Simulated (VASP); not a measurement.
# GaAs (Fm-3m) in VASP: a series of runs, part 2 of 2

VASP 6.6.1. The steps go on from the part before.

## (4) Single point, PBE

This run uses another cell than the first one, of 19.99 Å³/atom, 1.041 times its volume.

File INCAR:

```
PREC = Accurate ; ENCUT = 520
EDIFF = 1E-6 ; ISMEAR = -1
SIGMA = 0.05 ; LREAL = False
LASPH = True ; NELM = 100
ALGO = Normal ; ISIF = 2
LWAVE = False ; LCHARG = False
GGA = PE ; NBANDS = 16
```

File KPOINTS:

```
Automatic mesh
0
Gamma
  9 9 9
```

File POSCAR:

```
GaAs
1.0
    0.0000000000      2.7137440965      2.7137440965
    2.7137440965      0.0000000000      2.7137440965
    2.7137440965      2.7137440965      0.0000000000
Ga As
1 1
Direct
    0.0000000000      0.0000000000      0.0000000000
    0.5000000000      0.5000000000      0.5000000000
```

Launch:

```
$ cat potpaw_PBE.64/Ga_d/POTCAR potpaw_PBE.64/As/POTCAR > POTCAR
$ mpirun -np 1 vasp_std > vasp.out
```

Run time: 10 s. Hardware: 1 thread of Intel Xeon 6975P-C (Granite Rapids), shared host; peak memory 0.17 GiB.

Results (log left out):

```yaml
Free_energy: -7.6337 eV
Pressure: -1.2 GPa
Band_gap_on_the_k_mesh: zero (band 9 reaches 5.57 eV, above the bottom of band 10 at 2.62 eV)
```

Levels at points of the mesh, in eV from the Fermi level:
| k point | band 6 | band 7 | band 8 | band 9 | band 10 | band 11 | band 12 | band 13 |
| --- | --- | --- | --- | --- | --- | --- | --- | --- |
| (0.00, 0.00, 0.00) | -12.92 | -0.29 | 0.05 | 0.05 | 0.05 | 7.32 | 7.32 | 7.32 |

## (5) Single point, PBE

This run uses another cell than the first one, of 20.38 Å³/atom, 1.061 times its volume.

File INCAR:

```
PREC = Accurate
ENCUT = 520
EDIFF = 1E-6
ISMEAR = -1
SIGMA = 0.05
LREAL = False
LASPH = True
NELM = 100
ALGO = Normal
ISIF = 2
LWAVE = False
LCHARG = False
GGA = PE
NBANDS = 16
```

File KPOINTS:

```
regular mesh
0
Gamma
  9 9 9
```

File POSCAR:

```
GaAs
1.0
    0.0000000000      2.7313663052      2.7313663052
    2.7313663052      0.0000000000      2.7313663052
    2.7313663052      2.7313663052      0.0000000000
Ga As
1 1
Direct
    0.0000000000      0.0000000000      0.0000000000
    0.5000000000      0.5000000000      0.5000000000
```

Launch:

```
$ cat potpaw_PBE.64/Ga_d/POTCAR potpaw_PBE.64/As/POTCAR > POTCAR
$ mpirun -np 1 vasp_std > vasp.out
```

Run time: 11 s. Hardware: 1 thread of Intel Xeon 6975P-C (Granite Rapids), shared host; peak memory 0.17 GiB.

It converged, with:

```
Free energy            : -7.6251 eV
Pressure               : -2.4 GPa
Band gap on the k mesh : zero (band 9 reaches 5.36 eV, above the bottom of band 10 at 2.49 eV)
```

Levels at points of the mesh, in eV from the Fermi level:
| k point | band 6 | band 7 | band 8 | band 9 | band 10 | band 11 | band 12 | band 13 |
| --- | --- | --- | --- | --- | --- | --- | --- | --- |
| (0.00, 0.00, 0.00) | -12.77 | -0.44 | 0.06 | 0.06 | 0.06 | 7.31 | 7.31 | 7.31 |

## (6) Single point, PBE

This run uses another cell than the first one, of 20.77 Å³/atom, 1.082 times its volume.

File INCAR:

```
SYSTEM = GaAs
ALGO = Normal
EDIFF = 1E-7
ENCUT = 520
GGA = PE
ISIF = 2
ISMEAR = -1
LASPH = .True.
LCHARG = .False.
LREAL = .False.
LWAVE = .False.
NBANDS = 16
NELM = 100
PREC = Accurate
SIGMA = 0.05
```

File KPOINTS:

```
k-points
0
Gamma
  9 9 9
  0 0 0
```

File POSCAR:

```
GaAs
1.0
    0.0000000000      2.7487640118      2.7487640118
    2.7487640118      0.0000000000      2.7487640118
    2.7487640118      2.7487640118      0.0000000000
Ga As
1 1
Direct
    0.0000000000      0.0000000000      0.0000000000
    0.5000000000      0.5000000000      0.5000000000
```

Potentials or basis: VASP PAW PBE potentials, release 64 (Ga_d, As).

Launch:

```
$ cat potpaw_PBE.64/Ga_d/POTCAR potpaw_PBE.64/As/POTCAR > POTCAR
$ mpirun -np 1 vasp_std > vasp.out
```

OUTCAR:

```text
SYSTEM = GaAs
   EDIFF = 1E-7
   ENCUT = 520
   GGA = PE
   ISIF = 2
   ISMEAR = -1
   LASPH = .True.
   LREAL = .False.
   NELM = 100
   PREC = Accurate

 ion  position               nearest neighbor table
   1  0.000  0.000  0.000-   2 2.75   2 2.75   2 2.75   2 2.75   2 2.75   2 2.75
   2  0.500  0.500  0.500-   1 2.75   1 2.75   1 2.75   1 2.75   1 2.75   1 2.75

  LATTYP: Found a face centered cubic cell.
 ALAT       =     5.4975280236

  Lattice vectors:

 A1 = (   0.0000000000,   2.7487640118,   2.7487640118)
 A2 = (   2.7487640118,   0.0000000000,   2.7487640118)
[... 626 lines left out ...]
      5     -10.0115      2.00000
      6      -5.3906      2.00000
[... 8 lines left out ...]
     15      17.6053      0.00000
     16      20.1623      0.00000

 [... further k-points ...]
[... 5 lines left out ...]
  --------------------------------------------------------------------------------------
  -------------------------------------------------------------------------------------
  Total       -0.8884632     -0.8884632     -0.8884632     -0.0000000     -0.0000000      0.0000000
  in kB      -34.2694925    -34.2694925    -34.2694925     -0.0000000     -0.0000000      0.0000000
  external PRESSURE =     -34.2694925 kB  Pullay stress =       0.0000000 kB

 VOLUME and BASIS-vectors are now :
 -----------------------------------------------------------------------------
  energy-cutoff  :      520.00
  volume of cell :       41.54
      direct lattice vectors                 reciprocal lattice vectors
     0.000000000  2.748764012  2.748764012    -0.181899937  0.181899937  0.181899937
     2.748764012  0.000000000  2.748764012     0.181899937 -0.181899937  0.181899937
     2.748764012  2.748764012  0.000000000     0.181899937  0.181899937 -0.181899937

 POSITION                                       TOTAL-FORCE (eV/Angst)
 -----------------------------------------------------------------------------------
      0.00000      0.00000      0.00000        -0.000000      0.000000     -0.000000
      2.74876      2.74876      2.74876         0.000000     -0.000000      0.000000
 -----------------------------------------------------------------------------------
    total drift:                               -0.000000      0.000000      0.000000

  FREE ENERGIE OF THE ION-ELECTRON SYSTEM (eV)
  ---------------------------------------------------
  free  energy   TOTEN  =        -7.6108801464 eV

  energy  without entropy=       -7.5994546961  energy(sigma->0) =       -7.60516742
```

OSZICAR:

```text
N       E                     dE             d eps       ncg     rms          rms(c)
DAV:   1     0.789097857459E+02    0.78910E+02   -0.90554E+03  1144   0.160E+03
DAV:   2    -0.167607429088E+01   -0.80586E+02   -0.76848E+02  1264   0.305E+02
DAV:   3    -0.761153747000E+01   -0.59355E+01   -0.58967E+01  1368   0.625E+01
DAV:   4    -0.769081684801E+01   -0.79279E-01   -0.79257E-01  1352   0.790E+00
DAV:   5    -0.769183168899E+01   -0.10148E-02   -0.10148E-02  1352   0.847E-01    0.208E+00
DAV:   6    -0.761148831079E+01    0.80343E-01   -0.16077E-01  1584   0.652E+00    0.118E+00
DAV:   7    -0.761021512370E+01    0.12732E-02   -0.19282E-02  1416   0.876E-01    0.497E-01
DAV:   8    -0.761081590853E+01   -0.60078E-03   -0.28388E-03  1360   0.593E-01    0.597E-02
DAV:   9    -0.761087804875E+01   -0.62140E-04   -0.26817E-04  1480   0.250E-01    0.416E-02
DAV:  10    -0.761087696881E+01    0.10799E-05   -0.10185E-05  1368   0.297E-02    0.190E-02
DAV:  11    -0.761088038494E+01   -0.34161E-05   -0.89795E-06  1424   0.360E-02    0.136E-03
DAV:  12    -0.761088015882E+01    0.22612E-06   -0.48058E-07  1256   0.653E-03    0.133E-03
DAV:  13    -0.761088014637E+01    0.12452E-07   -0.38863E-08  1056   0.196E-03
   1 F= -.76108801E+01 E0= -.76051674E+01  d E =-.114255E-01
```

stdout:

```text
POSCAR found type information on POSCAR GaAs
 POSCAR found :  2 types and       2 ions
 scaLAPACK will be used
 LDA part: xc-table for (Slater+PW92), standard interpolation
 POSCAR, INCAR and KPOINTS ok, starting setup
 FFT: planning ... GRIDC
 FFT: planning ... GRID_SOFT
 FFT: planning ... GRID
 WAVECAR not read
 entering main loop
```

Run time: 12 s. Hardware: 1 thread of Intel Xeon 6975P-C (Granite Rapids), shared host; peak memory 0.17 GiB.

Results:

| Property | Result |
| --- | --- |
| Free energy | -7.6109 eV |
| Pressure | -3.4 GPa |
| Band gap on the k mesh | zero (band 9 reaches 5.17 eV, above the bottom of band 10 at 2.37 eV) |

Levels at points of the mesh, in eV from the Fermi level:
| k point | band 6 | band 7 | band 8 | band 9 | band 10 | band 11 | band 12 | band 13 |
| --- | --- | --- | --- | --- | --- | --- | --- | --- |
| (0.00, 0.00, 0.00) | -12.63 | -0.59 | 0.06 | 0.06 | 0.06 | 7.31 | 7.31 | 7.31 |

## (7) Overview

| cell | gap on the mesh (eV) | pressure (GPa) |
| --- | --- | --- |
| a = 3.787 Å, angles 60.0°, 2 atoms | none | 1.7 |
| a = 3.813 Å, angles 60.0°, 2 atoms | none | 0.2 |
| a = 3.838 Å, angles 60.0°, 2 atoms | none | -1.2 |
| a = 3.863 Å, angles 60.0°, 2 atoms | none | -2.4 |
| a = 3.887 Å, angles 60.0°, 2 atoms | none | -3.4 |

Alike in all rows: task single point; level PBE; potentials or basis VASP PAW PBE potentials, release 64 (Ga_d, As); no spin polarisation; k mesh 9 × 9 × 9; cutoff (eV) 520; smearing fermi-dirac 0.05 eV.

Total energies depend on the potentials used, so only differences within one code and one set of settings carry meaning.
